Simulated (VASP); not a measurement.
# P in VASP: notebook, part 3 of 3

VASP 6.6.1.

### Step 5. Single point, r2SCAN (uniaxial y strain -2.0%)

POSCAR reads:

```
P
1.0
    4.6275012813      0.0000000000      0.0000000000
    0.0000000000      3.2260302006      0.0000000000
    0.0000000000      0.0000000000     27.8195791164
P
4
Direct
    0.0902170617      0.0000000000      0.3790376728
    0.4097829383      0.5000000000      0.3790376728
    0.5902170617      0.5000000000      0.3039345577
    0.9097829383      0.0000000000      0.3039345577
```

INCAR.step1 reads:

```
SYSTEM = P
ALGO = Normal
DIPOL = 0.5 0.5 0.341
EDIFF = 1E-4
ENCUT = 520
GGA = PE
IDIPOL = 3
ISMEAR = 0
LASPH = .True.
LCHARG = .False.
LDIPOL = .True.
LREAL = .False.
LWAVE = .True.
NBANDS = 18
NELM = 100
PREC = Accurate
SIGMA = 0.01
```

INCAR.step2 reads:

```
SYSTEM = P
ALGO = Normal
DIPOL = 0.5 0.5 0.341
EDIFF = 1E-7
ENCUT = 520
IDIPOL = 3
ISIF = 2
ISMEAR = 0
ISTART = 1
LASPH = .True.
LCHARG = .False.
LDIPOL = .True.
LMIXTAU = .True.
LREAL = .False.
LWAVE = .False.
METAGGA = R2SCAN
NBANDS = 18
NELM = 100
PREC = Accurate
SIGMA = 0.01
```

KPOINTS reads:

```
k-points
0
Gamma
  6 8 1
  0 0 0
```

The run is started by

```sh
$ cat potpaw_PBE.64/P/POTCAR > POTCAR
$ cp INCAR.step1 INCAR
$ mpirun -np 1 vasp_std > vasp.out
$ cp INCAR.step2 INCAR
$ mpirun -np 1 vasp_std > vasp.out
```

Wall time 18 min (1 thread of Intel Xeon Platinum 8259CL at 2.50GHz (Skylake/Cascade Lake), shared host); peak memory 0.51 GiB.

It converged, with:

- Free energy: -35.7704 eV
- Largest force: 0.107 eV/Å
- Band gap on the k mesh: 1.00 eV

Forces on the atoms (eV/Å):
```
P    0.088  0.000 -0.061
P   -0.088  0.000 -0.061
P    0.088  0.000  0.061
P   -0.088  0.000  0.061
```

Levels at points of the mesh, in eV from the valence-band top:
```tsv
k point	band 6	band 7	band 8	band 9	band 10	band 11	band 12	band 13	band 14	band 15
(0.00, 0.00, 0.00)	-4.83	-3.37	-1.82	-1.73	0.00	1.00	2.18	3.34	3.79	4.87
(0.50, 0.00, 0.00)	-3.12	-2.56	-2.56	-1.38	-1.38	2.72	2.72	4.03	4.03	4.23
(0.00, 0.50, 0.00)	-5.35	-2.87	-2.87	-2.00	-2.00	1.44	1.44	2.44	2.44	4.12
(0.50, 0.50, 0.00)	-5.31	-4.71	-4.71	-1.13	-1.13	2.63	2.63	4.08	4.08	5.64
```

Caveat: the cell differs from its parent crystal (uniaxial y strain -2.0%); the PAW data sets were made with another functional, which shifts forces and pressure a little.

### Step 6. Single point, r2SCAN (uniaxial y strain -1.0%)

POSCAR reads:

```
P
1.0
    4.6275012813      0.0000000000      0.0000000000
    0.0000000000      3.2589488762      0.0000000000
    0.0000000000      0.0000000000     27.8195791164
P
4
Direct
    0.0907407614      0.0000000000      0.3789873377
    0.4092592386      0.5000000000      0.3789873377
    0.5907407614      0.5000000000      0.3039848928
    0.9092592386      0.0000000000      0.3039848928
```

INCAR.step1 reads:

```
SYSTEM = P
  PREC = Accurate
  ENCUT = 520
  ISMEAR = 0
  SIGMA = 0.01
  LREAL = .FALSE.
  LASPH = .TRUE.
  NELM = 80
  LDIPOL = .TRUE.
  IDIPOL = 3
  DIPOL = 0.5 0.5 0.341
  NBANDS = 18
  GGA = PE
  ALGO = Normal
  EDIFF = 1E-4
  LWAVE = .TRUE.
  LCHARG = .FALSE.
```

INCAR.step2 reads:

```
SYSTEM = P
  PREC = Accurate
  ENCUT = 520
  EDIFF = 1E-6
  ISMEAR = 0
  SIGMA = 0.01
  LREAL = .FALSE.
  LASPH = .TRUE.
  NELM = 80
  ALGO = Normal
  ISIF = 2
  LWAVE = .FALSE.
  LCHARG = .TRUE.
  LDIPOL = .TRUE.
  IDIPOL = 3
  DIPOL = 0.5 0.5 0.341
  METAGGA = R2SCAN
  LMIXTAU = .TRUE.
  LELF = .TRUE.
  LVHAR = .TRUE.
  LVACPOTAV = .TRUE.
  NBANDS = 18
  ISTART = 1
```

KPOINTS reads:

```
regular mesh
0
G
  6 8 1
  0 0 0
```

Potentials or basis: VASP PAW PBE potentials, release 64 (P).

The run is started by

```sh
$ cat potpaw_PBE.64/P/POTCAR > POTCAR
$ cp INCAR.step1 INCAR
$ mpirun -np 1 vasp_std > vasp.out
$ cp INCAR.step2 INCAR
$ mpirun -np 1 vasp_std > vasp.out
```

OUTCAR:

```text
SYSTEM = P
   PREC = Accurate
   ENCUT = 520
   EDIFF = 1E-6
   ISMEAR = 0
   LREAL = .FALSE.
   LASPH = .TRUE.
   NELM = 80
   ISIF = 2
   METAGGA = R2SCAN
   ISTART = 1

 ion  position               nearest neighbor table
   1  0.091  0.000  0.379-   2 2.20   2 2.20   4 2.25
   2  0.409  0.500  0.379-   1 2.20   1 2.20   3 2.25
   3  0.591  0.500  0.304-   4 2.20   4 2.20   2 2.25
   4  0.909  0.000  0.304-   3 2.20   3 2.20   1 2.25

  LATTYP: Found a simple orthorhombic cell.
 ALAT       =     3.2589488762
[... 622 lines left out ...]
  --------------------------------------------------------------------------------------
  -------------------------------------------------------------------------------------
  Total       -0.1634282      0.7562657     -0.2702035      0.0000000      0.0000000      0.0000000
  in kB       -0.6241127      2.8880875     -1.0318746      0.0000000      0.0000000      0.0000000
  external PRESSURE =       0.4107001 kB  Pullay stress =       0.0000000 kB

 VOLUME and BASIS-vectors are now :
 -----------------------------------------------------------------------------
  energy-cutoff  :      520.00
  volume of cell :      419.54
      direct lattice vectors                 reciprocal lattice vectors
     4.627501281  0.000000000  0.000000000     0.216099346  0.000000000  0.000000000
     0.000000000  3.258948876  0.000000000     0.000000000  0.306847403  0.000000000
     0.000000000  0.000000000 27.819579116     0.000000000  0.000000000  0.035945907

 POSITION                                       TOTAL-FORCE (eV/Angst)
 -----------------------------------------------------------------------------------
      0.41990      0.00000     10.54327         0.083337     -0.000000     -0.060328
      1.89385      1.62947     10.54327        -0.083337      0.000000     -0.060328
      2.73365      1.62947      8.45673         0.083337     -0.000000      0.060328
      4.20760      0.00000      8.45673        -0.083337      0.000000      0.060328
 -----------------------------------------------------------------------------------
    total drift:                                0.000000     -0.000000      0.000006

  FREE ENERGIE OF THE ION-ELECTRON SYSTEM (eV)
  ---------------------------------------------------
  free  energy   TOTEN  =       -35.7853959996 eV

  energy  without entropy=      -35.7853959996  energy(sigma->0) =      -35.78539600

 vacuum level on the upper side and lower side of the slab         2.020         2.020
```

OUTCAR.step1:

```text
SYSTEM = P
   PREC = Accurate
   ENCUT = 520
   ISMEAR = 0
   LREAL = .FALSE.
   LASPH = .TRUE.
   NELM = 80
   GGA = PE
   EDIFF = 1E-4

[... 649 lines left out ...]
      2.73365      1.62947      8.45673        -0.193841     -0.000000     -0.097770
      4.20760      0.00000      8.45673         0.193841      0.000000     -0.097770
 -----------------------------------------------------------------------------------
    total drift:                                0.000000     -0.000000      0.000161

  FREE ENERGIE OF THE ION-ELECTRON SYSTEM (eV)
  ---------------------------------------------------
  free  energy   TOTEN  =       -21.4548564923 eV

  energy  without entropy=      -21.4548564923  energy(sigma->0) =      -21.45485649

 vacuum level on the upper side and lower side of the slab         2.000         2.000
```

Run time: 16 min. Hardware: 1 thread of Intel Xeon Platinum 8259CL at 2.50GHz (Skylake/Cascade Lake), shared host; peak memory 0.52 GiB.

Results:

```yaml
Free_energy: -35.7854 eV
Largest_force: 0.103 eV/Å
Band_gap_on_the_k_mesh: 1.06 eV
Ionisation_potential_of_the_upper_face: 5.22 eV
```

Forces on the atoms (eV/Å):
```
P    0.083  0.000 -0.060
P   -0.083  0.000 -0.060
P    0.083  0.000  0.060
P   -0.083  0.000  0.060
```

Caveat: the cell differs from its parent crystal (uniaxial y strain -1.0%); the PAW data sets were made with another functional, which shifts forces and pressure a little.

### Step 7. Overview

| level | cell | smearing | gap on the mesh (eV) | largest force (eV/Å) |
| --- | --- | --- | --- | --- |
| PBE | a = 4.628, b = 3.424, c = 27.820 Å, 4 atoms, atomic positions A | fermi-dirac 0.02 eV | 1.06 | 0.19 |
| r2SCAN | a = 4.628, b = 3.160, c = 27.820 Å, 4 atoms, atomic positions B | gaussian 0.01 eV | 0.89 | 0.11 |
| r2SCAN | a = 4.628, b = 3.193, c = 27.820 Å, 4 atoms, atomic positions B | gaussian 0.01 eV | 0.95 | 0.11 |
| r2SCAN | a = 4.628, b = 3.226, c = 27.820 Å, 4 atoms, atomic positions B | gaussian 0.01 eV | 1.00 | 0.11 |
| r2SCAN | a = 4.628, b = 3.259, c = 27.820 Å, 4 atoms, atomic positions C | gaussian 0.01 eV | 1.06 | 0.10 |

Alike in all rows: task single point; potentials or basis VASP PAW PBE potentials, release 64 (P); no spin polarisation; k mesh 6 × 8 × 1; cutoff (eV) 520.

Caveats: the PAW data sets were made with another functional, which shifts forces and pressure a little (at least some runs).

Absolute energies hang on the potentials; compare differences alone.
